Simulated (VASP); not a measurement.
# Re (P6_3/mmc) in VASP: a series of runs

Runs on Re. Level: PBEsol. Tasks: single point.

All numbers are computed with VASP 6.6.1; they aren't measurements. Logs are shortened: lines on timing, memory, paths and dates and some standing lists are left out, and cuts for length are marked.

### 1 The cell of the first run

The structure is hexagonal, space group P6_3/mmc (No. 194). Conventional cell: a = 2.636 Å, b = 2.636 Å, c = 4.258 Å, α = 90.00°, β = 90.00°, γ = 120.00°. Within 3.5 Å of Re (site symmetry -6m2) lie 12 Re at 2.62 to 2.64 Å.

### 2 Single point, PBEsol (12.81 Å³/atom)

Contents of INCAR:

```
SYSTEM = Re
PREC     = Accurate       ! precision mode
ENCUT    = 520            ! plane-wave cutoff, eV
EDIFF    = 1E-7           ! SCF threshold, eV
ISMEAR   = 0              ! smearing method
SIGMA    = 0.1            ! smearing width, eV
LREAL    = .FALSE.        ! projectors in reciprocal space
LASPH    = .TRUE.         ! aspherical terms in the spheres
NELM     = 60             ! most SCF steps
ALGO     = Fast           ! electronic algorithm
ISIF     = 2              ! what is computed and relaxed
LWAVE    = .FALSE.        ! write WAVECAR
LCHARG   = .TRUE.         ! write CHGCAR
GGA      = PS             ! functional
LELF     = .TRUE.         ! ELF
LVHAR    = .TRUE.       
NBANDS   = 14             ! bands
```

Contents of KPOINTS:

```
regular mesh
0
G
  18 18 10
  0 0 0
```

Contents of POSCAR:

```
Re
1.0
    2.6356316777      0.0000000000      0.0000000000
   -1.3178158388      2.2825239879      0.0000000000
    0.0000000000      0.0000000000      4.2578489474
Re
2
Direct
    0.3333333333      0.6666666667      0.2500000000
    0.6666666667      0.3333333333      0.7500000000
```

Potentials or basis: VASP PAW PBE potentials, release 64 (Re).

Command:

```
> cat potpaw_PBE.64/Re/POTCAR > POTCAR
> mpirun -np 1 vasp_std > vasp.out
```

OUTCAR:

```text
SYSTEM = Re
   PREC = Accurate
   ENCUT = 520
   EDIFF = 1E-7
   ISMEAR = 0
   LREAL = .FALSE.
   LASPH = .TRUE.
   NELM = 60
   ISIF = 2
   GGA = PS

 ion  position               nearest neighbor table
   1  0.333  0.667  0.250-   2 2.62   2 2.62   2 2.62   2 2.62   2 2.62   2 2.62
   2  0.667  0.333  0.750-   1 2.62   1 2.62   1 2.62   1 2.62   1 2.62   1 2.62

  LATTYP: Found a hexagonal cell.
 ALAT       =     2.6356316777
 C/A-ratio  =     1.6154946776

  Lattice vectors:

 A1 = (   2.6356316777,   0.0000000000,   0.0000000000)
 A2 = (  -1.3178158388,   2.2825239879,   0.0000000000)
 A3 = (   0.0000000000,   0.0000000000,   4.2578489474)

Analysis of symmetry for initial positions (statically):
=====================================================================
 Subroutine PRICEL returns:
 Original cell was already a primitive cell.

 Routine SETGRP: Setting up the symmetry group for a
 hexagonal supercell.

 Subroutine GETGRP returns: Found 24 space group operations
 (whereof 12 operations were pure point group operations)
 out of a pool of 24 trial point group operations.

The static configuration has the point symmetry D_3d.
 The point group associated with its full space group is D_6h.

Analysis of symmetry for dynamics (positions and initial velocities):
=====================================================================
 Subroutine PRICEL returns:
 Original cell was already a primitive cell.

 Routine SETGRP: Setting up the symmetry group for a
 hexagonal supercell.

 Subroutine GETGRP returns: Found 24 space group operations
 (whereof 12 operations were pure point group operations)
 out of a pool of 24 trial point group operations.

The dynamic configuration has the point symmetry D_3d.
 The point group associated with its full space group is D_6h.

 Subroutine INISYM returns: Found 24 space group operations
 (whereof 12 operations are pure point group operations),
 and found     1 'primitive' translations

----------------------------------------------------------------------------------------

                                     Primitive cell

  volume of cell :      25.6148

  direct lattice vectors                    reciprocal lattice vectors
     2.635631678  0.000000000  0.000000000     0.379415686  0.219055748  0.000000000
    -1.317815839  2.282523988  0.000000000     0.000000000  0.438111496  0.000000000
     0.000000000  0.000000000  4.257848947     0.000000000  0.000000000  0.234860375

  length of vectors
     2.635631678  2.635631678  4.257848947     0.438111496  0.438111496  0.234860375

  position of ions in fractional coordinates (direct lattice)
     0.333333333  0.666666667  0.250000000
     0.666666667  0.333333333  0.750000000

  ion indices of the primitive-cell ions
   primitive index   ion index
                 1           1
                 2           2

----------------------------------------------------------------------------------------

 KPOINTS: regular mesh

Automatic generation of k-mesh.
 Grid dimensions read from file:
 generate k-points for:   18   18   10

 Generating k-lattice:

  Cartesian coordinates                     Fractional coordinates (reciprocal lattice)
     0.021078649  0.012169764  0.000000000     0.055555556 -0.000000000  0.000000000
     0.000000000  0.024339528  0.000000000     0.000000000  0.055555556  0.000000000
     0.000000000  0.000000000  0.023486037     0.000000000  0.000000000  0.100000000

  Length of vectors
     0.024339528  0.024339528  0.023486037

  Shift w.r.t. Gamma in fractional coordinates (k-lattice)
     0.000000000  0.000000000  0.000000000

 Subroutine IBZKPT returns following result:
 ===========================================

 Found    222 irreducible k-points:

 Following reciprocal coordinates:
            Coordinates               Weight
  0.000000  0.000000  0.000000      1.000000
  0.055556 -0.000000  0.000000      6.000000
  0.111111 -0.000000  0.000000      6.000000
  0.166667  0.000000  0.000000      6.000000
  0.222222  0.000000  0.000000      6.000000
  0.277778  0.000000  0.000000      6.000000
[... 16 lines left out ...]
  0.333333  0.111111  0.000000     12.000000
  0.388889  0.111111  0.000000     12.000000
 [... further k-points ...]
   k-points           NKPTS =    222   k-points in BZ     NKDIM =    222   number of bands    NBANDS=     14
   number of dos      NEDOS =    301   number of ions     NIONS =      2
   total plane-waves  NPLWV =  12800
   dimension x,y,z NGX =    20 NGY =   20 NGZ =   32
   dimension x,y,z NGXF=    40 NGYF=   40 NGZF=   64
   ions per type =               2
   NGX,Y,Z   is equivalent  to a cutoff of  12.62, 12.62, 12.49 a.u.
   NGXF,Y,Z  is equivalent  to a cutoff of  25.23, 25.23, 24.99 a.u.
 SYSTEM =  Re
   PREC   = accura    normal or accurate (medium, high low for compatibility)
   ISTART =      0    job   : 0-new  1-cont  2-samecut
   ICHARG =      2    charge: 1-file 2-atom 10-const
   ISPIN  =      1    spin polarized calculation?
   LNONCOLLINEAR =      F non collinear calculations
   LSORBIT =      F    spin-orbit coupling
   LASPH  =      T    aspherical Exc in radial PAW
   ENCUT  =  520.0 eV  38.22 Ry    6.18 a.u.   4.90  4.90  7.92*2*pi/ulx,y,z
   NELM   =     60;   NELMIN=  2; NELMDL= -5     # of ELM steps
   EDIFF  = 0.1E-06   stopping-criterion for ELM
   LREAL  =      F    real-space projection
   EDIFFG = 0.1E-05   stopping-criterion for IOM
   NSW    =      0    number of steps for IOM
   IBRION =     -1    ionic relax: 0-MD 1-quasi-New 2-CG
   NFREE  =      0    steps in history (QN), initial steepest desc. (CG)
   ISIF   =      2    stress and relaxation
   ISYM   =      2    0-nonsym 1-usesym 2-fastsym
   POTIM  = 0.5000    time-step for ionic-motion
   TEBEG  =    0.0;   TEEND  =   0.0 temperature during run
   PSTRESS=    0.0 pullay stress
   NELECT =      14.0000    total number of electrons
   NUPDOWN=      -1.0000    fix difference up-down
   EMIN   =  10.00;   EMAX   =-10.00  energy-range for DOS
   EFERMI =   0.00;   METHOD = LEGACY
   ISMEAR =     0;   SIGMA  =   0.10  broadening in eV -4-tet -1-fermi 0-gaus
   EFERMI_NEDOS =   21; number of points for ismear=-14 and -15
   IALGO  =     68    algorithm
   IMIX   =      4    mixing-type and parameters
     AMIX     =   0.40;   BMIX     =  1.00
     AMIX_MAG =   1.60;   BMIX_MAG =  1.00
  volume/ion in A,a.u.               =      12.81        86.43
  Fermi-wavevector in a.u.,A,eV,Ry     =   1.338507  2.529412 24.376221  1.791602
  Thomas-Fermi vector in A             =   2.466972
   LORBIT       =      0    0 simple, 1 ext, 2 COOP (PROOUT), +10 PAW based schemes
   GGA     = PS    functional components
   LHFCALC =     F    Hartree Fock is set to
   AEXX    =    0.0000 exact exchange contribution
   IVDW    =     0    specifies the selected vdW correction
   LEPSILON=     F    determine dielectric tensor
   LRPA    =     F    only Hartree local field effects (RPA)
 non-spin polarized calculation
 RMM-DIIS sequential band-by-band and
 Gauss-broadening in eV      SIGMA  =   0.10
  energy-cutoff  :      520.00
  volume of cell :       25.61
 maximum number of plane-waves:       706
 NGX is ok and might be reduce to    20
   NGX =  9   NGY =  9   NGZ = 15

 number of electron      14.0000000 magnetization

 Free energy of the ion-electron system (eV)
  ---------------------------------------------------
  ext. energy  EPLUGINS =         0.00000000
  ---------------------------------------------------
  free energy    TOTEN  =       -26.07723460 eV

  energy without entropy =      -26.07085281  energy(sigma->0) =      -26.07404371

 E-fermi :   9.5379     XC(G=0): -14.5881

 val. band max:        9.5321902015   @ k =   0.3333   0.3333   0.5000
 cond. band min:       9.5422387114   @ k =   0.3889   0.2222   0.3000
 fundamental gap:      0.0100485098
 Fermi energy:         9.5378664104

 k-point     1 :       0.0000    0.0000    0.0000
  band No.  band energies     occupation
      1      -1.3206      2.00000
      2       1.7942      2.00000
      3       7.5266      2.00000
      4       7.5266      2.00000
      5       7.5429      2.00000
      6       8.5753      2.00000
      7       8.5753      2.00000
      8       9.7138      0.01286
      9       9.7138      0.01286
     10      10.5515      0.00000
     11      13.5801      0.00000
     12      13.5801      0.00000
     13      21.4629      0.00000
     14      23.8526      0.00000

 k-point     2 :       0.0556   -0.0000    0.0000
  band No.  band energies     occupation
      1      -1.1698      2.00000
      2       1.9371      2.00000
      3       7.0843      2.00000
      4       7.6672      2.00000
      5       7.9301      2.00000
      6       8.4607      2.00000
      7       8.7096      2.00000
      8       9.4434      1.81838
      9       9.5871      0.48629
     10      10.0821      0.00000
     11      13.6737      0.00000
     12      14.3112      0.00000
     13      21.4934      0.00000
     14      24.2044      0.00000

 k-point     3 :       0.1111   -0.0000    0.0000
  band No.  band energies     occupation
      1      -0.7333      2.00000
      2       2.3352      2.00000
      3       6.5622      2.00000
      4       8.0846      2.00000
      5       8.0896      2.00000
      6       8.4143      2.00000
      7       8.4286      2.00000
      8       9.1069      2.00000
      9       9.2574      1.99993
     10       9.6660      0.07000
     11      13.9059      0.00000
     12      15.7478      0.00000
     13      21.5116      0.00000
     14      25.1923      0.00000
[... 324 lines left out ...]
 k-point    23 :       0.3333    0.1111    0.0000
  band No.  band energies     occupation
      1       2.9720      2.00000
      2       3.2077      2.00000
      3       3.6270      2.00000
      4       6.5327      2.00000
      5       6.9689      2.00000
      6       8.1985      2.00000
      7       8.4093      2.00000
      8      12.2756      0.00000
      9      13.5558      0.00000
     10      14.5364      0.00000
     11      15.2608      0.00000
     12      20.7905      0.00000
     13      21.5493      0.00000
     14      23.4822      0.00000

 k-point    24 :       0.3889    0.1111    0.0000
  band No.  band energies     occupation
      1       2.8633      2.00000
      2       3.2522      2.00000
      3       3.2907      2.00000
      4       6.9339      2.00000
      5       7.1080      2.00000
      6       7.9311      2.00000
      7       8.8172      2.00000
      8      13.4356      0.00000
      9      14.1750      0.00000
     10      14.5628      0.00000
     11      16.4800      0.00000
     12      19.6487      0.00000
     13      21.3840      0.00000
     14      22.1778      0.00000

 [... further k-points ...]

------------------------ aborting loop because EDIFF is reached ----------------------------------------

  FORCE on cell =-STRESS in cart. coord.  units (eV):
  Direction    XX          YY          ZZ          XY          YZ          ZX
  --------------------------------------------------------------------------------------
  -------------------------------------------------------------------------------------
  Total       10.8710780     10.8710780     10.8641941      0.0000000      0.0000000     -0.0000000
  in kB      679.9748901    679.9748901    679.5443076      0.0000000      0.0000000     -0.0000000
  external PRESSURE =     679.8313626 kB  Pullay stress =       0.0000000 kB

 VOLUME and BASIS-vectors are now :
 -----------------------------------------------------------------------------
  energy-cutoff  :      520.00
  volume of cell :       25.61
      direct lattice vectors                 reciprocal lattice vectors
     2.635631678  0.000000000  0.000000000     0.379415686  0.219055748  0.000000000
    -1.317815839  2.282523988  0.000000000     0.000000000  0.438111496  0.000000000
     0.000000000  0.000000000  4.257848947     0.000000000  0.000000000  0.234860375

 POSITION                                       TOTAL-FORCE (eV/Angst)
 -----------------------------------------------------------------------------------
     -0.00000      1.52168      1.06446        -0.000000      0.000000      0.000000
      1.31782      0.76084      3.19339         0.000000     -0.000000      0.000000
 -----------------------------------------------------------------------------------
    total drift:                                0.000000     -0.000000     -0.000000

  FREE ENERGIE OF THE ION-ELECTRON SYSTEM (eV)
  ---------------------------------------------------
  free  energy   TOTEN  =       -26.0772346047 eV

  energy  without entropy=      -26.0708528058  energy(sigma->0) =      -26.07404371
```

Wall time 2.6 min (1 thread of Intel Xeon 8259CL, shared host); peak memory 0.19 GiB.

Results:

| Item | Value |
| --- | --- |
| Free energy | -26.0772 eV |
| Pressure | 68.0 GPa |
| Band gap on the k mesh | zero (bands 7 and 8 overlap by 4.15 eV) |

Levels at points of the mesh, in eV from the Fermi level:
| k point | band 4 | band 5 | band 6 | band 7 | band 8 | band 9 | band 10 | band 11 |
| --- | --- | --- | --- | --- | --- | --- | --- | --- |
| (0.00, 0.00, 0.00) | -2.01 | -1.99 | -0.96 | -0.96 | 0.18 | 0.18 | 1.01 | 4.04 |
| (0.50, 0.00, 0.00) | -2.44 | -1.72 | -1.59 | -0.68 | 4.89 | 5.40 | 5.57 | 7.44 |
| (0.00, 0.00, 0.50) | -2.81 | -2.16 | -2.16 | -2.16 | -2.16 | 3.11 | 3.11 | 3.11 |
| (0.50, 0.00, 0.50) | -5.02 | 0.41 | 0.41 | 1.30 | 1.30 | 5.28 | 5.28 | 5.82 |

Caveat: the cell stands under pressure; the PAW data sets were made with another functional, which shifts forces and pressure a little; spin-orbit coupling is left out, which moves the levels of the heavy elements.

### 3 Single point, PBEsol (13.24 Å³/atom)

This run uses another cell than the first one, of 13.24 Å³/atom.

Contents of INCAR:

```
PREC = Accurate
ENCUT = 520
EDIFF = 1E-6
ISMEAR = 0
SIGMA = 0.1
LREAL = F
LASPH = T
NELM = 60
ALGO = Fast
ISIF = 2
LWAVE = F
LCHARG = F
GGA = PS
NBANDS = 14
```

Contents of KPOINTS:

```
Automatic mesh
0
Gamma
  18 18 10
```

Contents of POSCAR:

```
Re
1.0
    2.6652479957      0.0000000000      0.0000000000
   -1.3326239978      2.3081724716      0.0000000000
    0.0000000000      0.0000000000      4.3056939514
Re
2
Direct
    0.3333333333      0.6666666667      0.2500000000
    0.6666666667      0.3333333333      0.7500000000
```

Potentials or basis: VASP PAW PBE potentials, release 64 (Re).

Command:

```
> cat potpaw_PBE.64/Re/POTCAR > POTCAR
> mpirun -np 1 vasp_std > vasp.out
```

Wall time 2.4 min (1 thread of Intel Xeon 8259CL, shared host); peak memory 0.19 GiB.

It converged, with:

```
Free energy            : -26.3884 eV
Pressure               : 46.6 GPa
Band gap on the k mesh : zero (bands 7 and 8 overlap by 3.87 eV)
```

Stress tensor (GPa, compression positive):
```
46.67  0.00  0.00
 0.00 46.67  0.00
 0.00  0.00 46.58
```

Levels at points of the mesh, in eV from the Fermi level:
```csv
k point,band 4,band 5,band 6,band 7,band 8,band 9,band 10,band 11
"(0.00, 0.00, 0.00)",-1.89,-1.88,-0.90,-0.90,0.19,0.19,0.90,3.88
"(0.50, 0.00, 0.00)",-2.30,-1.74,-1.54,-0.66,4.66,5.15,5.31,7.09
"(0.00, 0.00, 0.50)",-2.70,-2.03,-2.03,-2.03,-2.03,2.97,2.97,2.97
"(0.50, 0.00, 0.50)",-4.77,0.41,0.41,1.20,1.20,5.03,5.03,5.56
```

Caveat: the cell stands under pressure; the PAW data sets were made with another functional, which shifts forces and pressure a little; spin-orbit coupling is left out, which moves the levels of the heavy elements.

(Continued in part 2 of 2.)
